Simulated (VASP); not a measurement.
# Be3Se2O (P1) in VASP: single point with PBE

Aim: the single point of Be3Se2O with PBE.

Everything below comes from runs of VASP 6.6.1. Logs are shortened: lines on timing, memory, paths and dates and some standing lists are left out, and cuts for length are marked.

### Step 1. The cell of the first run

The typed cell holds 12 atoms: a = 5.301 Å, b = 5.301 Å, c = 13.438 Å, α = 89.30°, β = 86.95°, γ = 60.01°.

### Step 2. Single point, PBE

POSCAR reads:

```
Be3Se2O
1.0
    5.3010293064      0.0004205349      0.0569455850
    2.6497967074      4.5915002387      0.0136566232
    0.5705194633     -0.1794938970     13.4251181371
Be Se O
6 4 2
Direct
    0.9915397443      0.3064023804      0.0955020013
    0.0085469284      0.2740424589      0.5950690475
    0.7012815175      0.0161700800      0.0954731634
    0.7182164699      0.9838324579      0.5951033430
    0.2817706315      0.7259698336      0.0954769396
    0.2986418106      0.6935847750      0.5950705210
    0.6456144456      0.6866714914      0.1744943037
    0.6877183129      0.6466267404      0.5160990219
    0.3374511557      0.3456865557      0.0164800352
    0.3292405983      0.3210010315      0.6741155870
    0.9915261955      0.0161760811      0.0954881612
    0.0084521899      0.9838361142      0.5951252754
```

INCAR.step1 reads:

```
SYSTEM = Be3Se2O
PREC = Accurate
ENCUT = 520
EDIFF = 1E-6
ISMEAR = 0
SIGMA = 0.02
LREAL = .FALSE.
LASPH = .TRUE.
NELM = 120
ALGO = Normal
ISIF = 2
LWAVE = .FALSE.
LCHARG = .TRUE.
GGA = PE
NBANDS = 36
GGA_COMPAT = .FALSE.
NEDOS = 2001
LORBIT = 11
```

KPOINTS.step1 reads:

```
regular mesh
0
G
  6 6 2
  0 0 0
```

INCAR.step2 reads:

```
SYSTEM = Be3Se2O
PREC = Accurate
ENCUT = 520
EDIFF = 1E-6
ISMEAR = -5
SIGMA = 0.02
LREAL = .FALSE.
LASPH = .TRUE.
NELM = 120
ALGO = Normal
ISIF = 2
LWAVE = .FALSE.
LCHARG = .FALSE.
GGA = PE
LORBIT = 11
NEDOS = 1001
ICHARG = 11
GGA_COMPAT = .FALSE.
```

KPOINTS.step2 reads:

```
regular mesh
0
G
  9 9 3
  0 0 0
```

Potentials or basis: VASP PAW PBE potentials, release 64 (Be, Se, O).

The run is started by

```console
> cat potpaw_PBE.64/Be/POTCAR potpaw_PBE.64/Se/POTCAR potpaw_PBE.64/O/POTCAR > POTCAR
> cp INCAR.step1 INCAR
> cp KPOINTS.step1 KPOINTS
> mpirun -np 1 vasp_std > vasp.out
> cp INCAR.step2 INCAR
> cp KPOINTS.step2 KPOINTS
> mpirun -np 1 vasp_std > vasp.out
```

OUTCAR:

```text
SYSTEM = Be3Se2O
   PREC = Accurate
   ENCUT = 520
   EDIFF = 1E-6
   ISMEAR = -5
   LREAL = .FALSE.
   LASPH = .TRUE.
   NELM = 120
   ISIF = 2
   GGA = PE
   LORBIT = 11
   ICHARG = 11

 ion  position               nearest neighbor table
   1  0.992  0.306  0.096-  11 1.54   7 2.17   9 2.17
   2  0.009  0.274  0.595-  12 1.54   8 2.17  10 2.17
   3  0.701  0.016  0.095-  11 1.54   9 2.17   7 2.17
   4  0.718  0.984  0.595-  12 1.54   8 2.17  10 2.17
   5  0.282  0.726  0.095-  11 1.54   7 2.17   9 2.17
   6  0.299  0.694  0.595-  12 1.54  10 2.17   8 2.17
   7  0.646  0.687  0.174-   5 2.17   3 2.17   1 2.17
   8  0.688  0.647  0.516-   2 2.17   4 2.17   6 2.17
   9  0.337  0.346  0.016-   5 2.17   3 2.17   1 2.17
  10  0.329  0.321  0.674-   2 2.17   6 2.17   4 2.17
  11  0.992  0.016  0.095-   1 1.54   5 1.54   3 1.54
  12  0.008  0.984  0.595-   6 1.54   4 1.54   2 1.54

  Warning from LATTYP: Got some problem with cell dimensions!
  Tried to take original basis but could not verify dimensions!
  LATTYP: Found a triclinic cell.
 ALAT       =     9.1826278667
 B/A-ratio  =     0.5773153346
 C/A-ratio  =     1.7270419773
 COS(alpha) =     0.0104163736
 COS(beta)  =     0.2755127504
 COS(gamma) =     0.8660219586

  Lattice vectors:

 A1 = (   0.0014358916,  -9.1825799425,   0.0296323386)
 A2 = (  -2.6497967074,  -4.5915002387,  -0.0136566232)
 A3 = (   7.3817424421,  -4.4111652719, -13.3248835903)

Analysis of symmetry for initial positions (statically):
=====================================================================
 Subroutine PRICEL returns:
 Original cell was already a primitive cell.

 Routine SETGRP: Setting up the symmetry group for a
 triclinic supercell.

 Subroutine GETGRP returns: Found  1 space group operations
 (whereof  1 operations were pure point group operations)
 out of a pool of  2 trial point group operations.

The static configuration has the point symmetry C_1 .

Analysis of symmetry for dynamics (positions and initial velocities):
=====================================================================
 Subroutine PRICEL returns:
 Original cell was already a primitive cell.

 Routine SETGRP: Setting up the symmetry group for a
 triclinic supercell.

 Subroutine GETGRP returns: Found  1 space group operations
 (whereof  1 operations were pure point group operations)
 out of a pool of  2 trial point group operations.

The dynamic configuration has the point symmetry C_1 .

 Subroutine INISYM returns: Found  1 space group operations
 (whereof  1 operations are pure point group operations),
 and found     1 'primitive' translations

----------------------------------------------------------------------------------------

                                     Primitive cell

  volume of cell :     326.5848

  direct lattice vectors                    reciprocal lattice vectors
     5.301029306  0.000420535  0.056945585     0.188753058 -0.108902924 -0.009477362
     2.649796707  4.591500239  0.013656623    -0.000048585  0.217813109  0.002914227
     0.570519463 -0.179493897 13.425118137    -0.000800588  0.000240367  0.074524476

  length of vectors
     5.301335179  5.301271879 13.438433968     0.218122406  0.217832609  0.074529164

  position of ions in fractional coordinates (direct lattice)
     0.991539744  0.306402380  0.095502001
     0.008546928  0.274042459  0.595069047
     0.701281517  0.016170080  0.095473163
     0.718216470  0.983832458  0.595103343
     0.281770632  0.725969834  0.095476940
     0.298641811  0.693584775  0.595070521
     0.645614446  0.686671491  0.174494304
     0.687718313  0.646626740  0.516099022
     0.337451156  0.345686556  0.016480035
     0.329240598  0.321001032  0.674115587
     0.991526196  0.016176081  0.095488161
     0.008452190  0.983836114  0.595125275

  ion indices of the primitive-cell ions
   primitive index   ion index
                 1           1
                 2           2
                 3           3
                 4           4
                 5           5
                 6           6
                 7           7
                 8           8
                 9           9
                10          10
                11          11
                12          12

----------------------------------------------------------------------------------------

 KPOINTS: regular mesh

Automatic generation of k-mesh.
 Grid dimensions read from file:
 generate k-points for:    9    9    3

 Generating k-lattice:

  Cartesian coordinates                     Fractional coordinates (reciprocal lattice)
     0.020972562 -0.012100325 -0.001053040     0.111111111 -0.000000000 -0.000000000
    -0.000005398  0.024201457  0.000323803    -0.000000000  0.111111111 -0.000000000
    -0.000266863  0.000080122  0.024841492     0.000000000 -0.000000000  0.333333333

  Length of vectors
     0.024235823  0.024203623  0.024843055

  Shift w.r.t. Gamma in fractional coordinates (k-lattice)
     0.000000000  0.000000000  0.000000000

 TETIRR: Found    726 inequivalent tetrahedra from     1458

 Subroutine IBZKPT returns following result:
 ===========================================

 Found    122 irreducible k-points:

 Following reciprocal coordinates:
            Coordinates               Weight
  0.000000  0.000000  0.000000      1.000000
  0.111111  0.000000 -0.000000      2.000000
  0.222222  0.000000 -0.000000      2.000000
  0.333333 -0.000000 -0.000000      2.000000
  0.444444  0.000000 -0.000000      2.000000
  0.000000  0.111111  0.000000      2.000000
[... 16 lines left out ...]
 -0.111111  0.222222  0.000000      2.000000
  0.000000  0.333333  0.000000      2.000000
 [... further k-points ...]
   k-points           NKPTS =    122   k-points in BZ     NKDIM =    122   number of bands    NBANDS=     31
   number of dos      NEDOS =   1001   number of ions     NIONS =     12
   total plane-waves  NPLWV = 160000
   dimension x,y,z NGX =    40 NGY =   40 NGZ =  100
   dimension x,y,z NGXF=    80 NGYF=   80 NGZF=  200
   ions per type =               6   4   2
   NGX,Y,Z   is equivalent  to a cutoff of  12.54, 12.54, 12.37 a.u.
   NGXF,Y,Z  is equivalent  to a cutoff of  25.09, 25.09, 24.74 a.u.
 SYSTEM =  Be3Se2O
   PREC   = accura    normal or accurate (medium, high low for compatibility)
   ISTART =      0    job   : 0-new  1-cont  2-samecut
   ICHARG =     11    charge: 1-file 2-atom 10-const
   ISPIN  =      1    spin polarized calculation?
   LNONCOLLINEAR =      F non collinear calculations
   LSORBIT =      F    spin-orbit coupling
   LASPH  =      T    aspherical Exc in radial PAW
   ENCUT  =  520.0 eV  38.22 Ry    6.18 a.u.   9.86  9.86 24.99*2*pi/ulx,y,z
   NELM   =    120;   NELMIN=  2; NELMDL=  0     # of ELM steps
   EDIFF  = 0.1E-05   stopping-criterion for ELM
   LREAL  =      F    real-space projection
[... 7 lines left out ...]
   TEBEG  =    0.0;   TEEND  =   0.0 temperature during run
   PSTRESS=    0.0 pullay stress
   NELECT =      48.0000    total number of electrons
   NUPDOWN=      -1.0000    fix difference up-down
   EMIN   =  10.00;   EMAX   =-10.00  energy-range for DOS
   EFERMI =   0.00;   METHOD = LEGACY
   ISMEAR =    -5;   SIGMA  =   0.02  broadening in eV -4-tet -1-fermi 0-gaus
   EFERMI_NEDOS =   21; number of points for ismear=-14 and -15
   IALGO  =     38    algorithm
   IMIX   =      4    mixing-type and parameters
     AMIX     =   0.40;   BMIX     =  1.00
     AMIX_MAG =   1.60;   BMIX_MAG =  1.00
  volume/ion in A,a.u.               =      27.22       183.66
  Fermi-wavevector in a.u.,A,eV,Ry     =   0.863953  1.632634 10.155580  0.746414
  Thomas-Fermi vector in A             =   1.981978
   LORBIT       =     11    0 simple, 1 ext, 2 COOP (PROOUT), +10 PAW based schemes
   GGA     = PE    functional components
   LHFCALC =     F    Hartree Fock is set to
   AEXX    =    0.0000 exact exchange contribution
   IVDW    =     0    specifies the selected vdW correction
   LEPSILON=     F    determine dielectric tensor
   LRPA    =     F    only Hartree local field effects (RPA)
 non-spin polarized calculation
 Fermi weights with tetrahedron method with Bloechl corrections
  energy-cutoff  :      520.00
  volume of cell :      326.58
 maximum number of plane-waves:      8822

 number of electron      47.9999994 magnetization

 Free energy of the ion-electron system (eV)
  ---------------------------------------------------
  ext. energy  EPLUGINS =         0.00000000
  ---------------------------------------------------
  free energy    TOTEN  =       -61.73613762 eV

  energy without entropy =      -61.73613762  energy(sigma->0) =      -61.73613762

 E-fermi :  -1.6700     XC(G=0):  -6.2946

 val. band max:       -1.6872488147   @ k =   0.4444   0.4444  -0.0000
 cond. band min:       2.4239015193   @ k =   0.0000   0.0000   0.0000
 fundamental gap:      4.1111503341
 Fermi energy:        -1.6700368507

 k-point     1 :       0.0000    0.0000    0.0000
  band No.  band energies     occupation
      1     -20.0613      2.00000
      2     -20.0611      2.00000
      3     -13.1784      2.00000
      4     -13.1646      2.00000
      5     -12.4437      2.00000
      6     -12.4245      2.00000
[... 805 lines left out ...]
     30       3.9723      0.00000
     31       4.1663      0.00000

 [... further k-points ...]

------------------------ aborting loop because EDIFF is reached ----------------------------------------

  FORCE on cell =-STRESS in cart. coord.  units (eV):
  Direction    XX          YY          ZZ          XY          YZ          ZX
  --------------------------------------------------------------------------------------
  -------------------------------------------------------------------------------------
  Total        0.2437403      0.2399878      0.1163135      0.0051699     -0.0069171      0.0207672
  in kB        1.1957540      1.1773452      0.5706171      0.0253627     -0.0339341      0.1018810
  external PRESSURE =       0.9812388 kB  Pullay stress =       0.0000000 kB

 VOLUME and BASIS-vectors are now :
 -----------------------------------------------------------------------------
  energy-cutoff  :      520.00
  volume of cell :      326.58
      direct lattice vectors                 reciprocal lattice vectors
     5.301029306  0.000420535  0.056945585     0.188753058 -0.108902924 -0.009477362
     2.649796707  4.591500239  0.013656623    -0.000048585  0.217813109  0.002914227
     0.570519463 -0.179493897 13.425118137    -0.000800588  0.000240367  0.074524476

 POSITION                                       TOTAL-FORCE (eV/Angst)
 -----------------------------------------------------------------------------------
      6.12257      1.39012      1.34277         0.002210      0.003903     -0.000897
      1.11096      1.15146      7.99310         0.001018      0.003181      0.002848
      3.81483      0.05740      1.32189        -0.002886      0.000370      0.001306
      6.75376      4.41075      8.04367        -0.003500      0.000002      0.001322
      3.47182      3.31627      1.30775         0.001674     -0.003509      0.000146
      3.76047      3.07791      8.01537         0.002749     -0.003547      0.001655
      5.34151      3.12180      2.38875         0.000234      0.001013      0.025354
      5.65349      2.87664      6.97668         0.000248      0.000765     -0.026884
      2.71424      1.58440      0.24518        -0.000953      0.000030     -0.025669
      2.98050      1.35302      9.07321        -0.000984     -0.000500      0.023834
      5.35345      0.05755      1.33862        -0.000272     -0.000715      0.000033
      2.99130      4.41047      8.00354         0.000461     -0.000992     -0.003047
 -----------------------------------------------------------------------------------
    total drift:                                0.000083      0.000083      0.000099

  FREE ENERGIE OF THE ION-ELECTRON SYSTEM (eV)
  ---------------------------------------------------
  free  energy   TOTEN  =       -61.7361376168 eV

  energy  without entropy=      -61.7361376168  energy(sigma->0) =      -61.73613762

 total charge

# of ion       s       p       d       tot
------------------------------------------
    1        0.425   0.670   0.000   1.094
    2        0.425   0.670   0.000   1.095
    3        0.425   0.670   0.000   1.095
    4        0.425   0.670   0.000   1.095
    5        0.425   0.670   0.000   1.095
    6        0.425   0.670   0.000   1.094
    7        1.436   2.509   0.025   3.969
    8        1.436   2.509   0.025   3.969
    9        1.436   2.509   0.025   3.969
   10        1.436   2.509   0.025   3.969
   11        1.547   3.653   0.000   5.199
   12        1.547   3.653   0.000   5.199
--------------------------------------------------
tot         11.386  21.357   0.099  32.842
```

It took 30 min on 1 thread of Oxide Virtual Turin-like, shared host; peak memory 1.1 GiB.

What came out:

```
Valence electrons inside the program's atomic spheres : Be 1.09; Se 3.97; O 5.20
```

Levels at points of the mesh, in eV from the valence-band top:
| k point | band 21 | band 22 | band 23 | band 24 | band 25 | band 26 | band 27 | band 28 |
| --- | --- | --- | --- | --- | --- | --- | --- | --- |
| (0.00, 0.00, 0.00) | -0.52 | -0.51 | -0.50 | -0.50 | 4.11 | 5.16 | 5.32 | 5.37 |
